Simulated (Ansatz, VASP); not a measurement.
Two plane-wave programs on NbTe

The input INCAR:

```
SYSTEM = NbTe
ALGO = Fast
EDIFF = 1E-6
EDIFFG = -0.01
ENCUT = 600
GGA = PE
IBRION = 2
ISIF = 3
ISMEAR = 0
LASPH = .True.
LCHARG = .False.
LREAL = .False.
LWAVE = .False.
NELM = 60
NSW = 100
PREC = Accurate
SIGMA = 0.1
```

KPOINTS

```
k-points
0
Gamma
  18 18 16
  0 0 0
```

The input POSCAR:

```
NbTe
1.0
    3.6821675339      0.0000000000      0.0000000000
   -1.8410837670      3.1888506254      0.0000000000
    0.0000000000      0.0000000000      3.7105882306
Nb Te
1 1
Direct
    0.3333333333      0.6666666667      0.5000000000
    0.6666666667      0.3333333333      0.0000000000
```

Input for Ansatz:

```yaml
crystal:
  lattice:
    - [3.6821675339, 0.0, 0.0]
    - [-1.841083767, 3.1888506254, 0.0]
    - [0.0, 0.0, 3.7105882306]
  atoms:
    - { symbol: Nb, position: [0.3333333333, 0.6666666667, 0.5] }
    - { symbol: Te, position: [0.6666666667, 0.3333333333, 0.0] }
basis:
  ecutwfc: 420
kpoints:
  mp_grid: { grid: [18, 18, 16] }
hamiltonian:
  xc: pbe
scf:
  occupations: { method: gaussian, width: 0.1 }
output:
  forces: true
  stress: true
  eigenvalues: true
relax:
  adjacent_minimum: "off"
  f_tol: 0.01
  max_steps: 80
  cell: { stress_tol: 0.05 }
```

Change from the starting cell: the structure that the rattled cell fell into.

Alike in both runs: task relaxation of cell and atoms; functional PBE; k mesh 18 × 18 × 16; occupations gaussian, width 0.1 eV; no spin polarisation.

|  | VASP | Ansatz |
| --- | --- | --- |
| version | VASP 6.6.1 | Ansatz 0.2.0 |
| potentials or method | VASP PAW PBE potentials, release 64 (Nb_sv, Te), cutoff 600 eV | scalar-relativistic, plane waves, PAW |
| valence electrons in the cell | 19 | 29 |

Ansatz gave:

| Item | Value |
| --- | --- |
| gap on the k mesh at the Fermi level, each at its own relaxed structure (eV) | none |
| relaxed volume (Å³/atom) | 21.80 |
| relaxed length of the cell vector where the two differ most in proportion (Å) | 3.686 |

Task: What did VASP give for the same quantities?

Result: gap on the k mesh at the Fermi level, each at its own relaxed structure (eV): none; relaxed volume (Å³/atom): 21.75; relaxed length of the cell vector where the two differ most in proportion (Å): 3.683.

A gap of «none» marks a metal or a gap that the smearing closes. VASP's potentials hold 19 valence electrons a cell and Ansatz's 29, so a difference there can come from the potentials and not from the codes.

Spin-orbit coupling is off throughout.
